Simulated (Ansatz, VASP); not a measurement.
## Two plane-wave programs on Au

File POSCAR:

```
Au
1.0
    0.0000000000      2.0350000000      2.0350000000
    2.0350000000      0.0000000000      2.0350000000
    2.0350000000      2.0350000000      0.0000000000
Au
1
Direct
    0.0000000000      0.0000000000      0.0000000000
```

Contents of INCAR.step1:

```
PREC = Accurate ; ENCUT = 600
EDIFF = 1E-5 ; ISMEAR = -1
SIGMA = 0.05 ; LREAL = F
LASPH = T ; NELM = 100
ALGO = Normal ; LWAVE = T
LCHARG = F ; GGA = PE
NBANDS = 12
```

INCAR.step2

```
PREC = Accurate ; ENCUT = 600
EDIFF = 1E-7 ; ISMEAR = -1
SIGMA = 0.05 ; LREAL = F
LASPH = T ; NELM = 100
ALGO = Normal ; ISIF = 3
LWAVE = F ; LCHARG = F
GGA = PE ; LHFCALC = T
AEXX = 0.25 ; HFSCREEN = 0.3
PRECFOCK = Normal ; IBRION = 2
NSW = 60 ; EDIFFG = -0.01
ISTART = 1
```

Contents of KPOINTS:

```
Automatic mesh
0
Gamma
  6 6 6
```

File input.yaml:

```yaml
crystal:
  lattice:
    - [0.0, 2.035, 2.035]
    - [2.035, 0.0, 2.035]
    - [2.035, 2.035, 0.0]
  atoms:
    - { symbol: Au, position: [0.0, 0.0, 0.0] }
hamiltonian:
  xc: { exchange: pbe, correlation: pbe, exx: { coeff: 0.25, omega: 0.3 } }
  pseudopotentials: { kind: paw }
kpoints:
  mp_grid: { grid: [6, 6, 6] }
scf:
  occupations: { method: fermi_dirac, width: 0.05 }
output:
  forces: true
  stress: true
  write_density: true
  write_potential: true
  elf: true
  volumetric_format: npy
relax:
  f_tol: 0.01
  max_steps: 40
  cell: { stress_tol: 0.05 }
```

Alike in both runs: task relaxation of cell and atoms; functional PBE-based screened hybrid with a share of 0.25 of exact exchange and HFSCREEN = 0.3; k mesh 6 × 6 × 6; occupations fermi-dirac, width 0.05 eV; no spin polarisation.

|  | VASP | Ansatz |
| --- | --- | --- |
| version | VASP 6.6.1 | Ansatz 0.2.0 |
| potentials or method | VASP PAW PBE potentials, release 64 (Au) | Ansatz PAW |
| plane-wave cutoff (eV) | 600 | 420 |
| valence electrons in the cell | 11 | 19 |

VASP gave:

```
gap on the k mesh at the Fermi level, each at its own relaxed structure (eV) : none
relaxed volume (Å³/atom)                                                     : 17.76
relaxed length of the cell vector where the two differ most in proportion (Å)              : 2.928
```

Problem. What did Ansatz give for the same quantities?

Solution. gap on the k mesh at the Fermi level, each at its own relaxed structure (eV): none; relaxed volume (Å³/atom): 17.75; relaxed length of the cell vector where the two differ most in proportion (Å): 2.928.

VASP's potentials were made for PBE, not for PBE-based screened hybrid. A gap of «none» marks a metal or a gap that the smearing closes. VASP's potentials hold 11 valence electrons a cell and Ansatz's 19, so a difference there can come from the potentials and not from the codes.

The k mesh is coarse, so the values compare programs but aren't converged. Spin-orbit coupling is off throughout. Noted on Ansatz's run: the plane-wave basis is chosen anew once the cell has moved, so the energies of steps on either side of that aren't comparable.
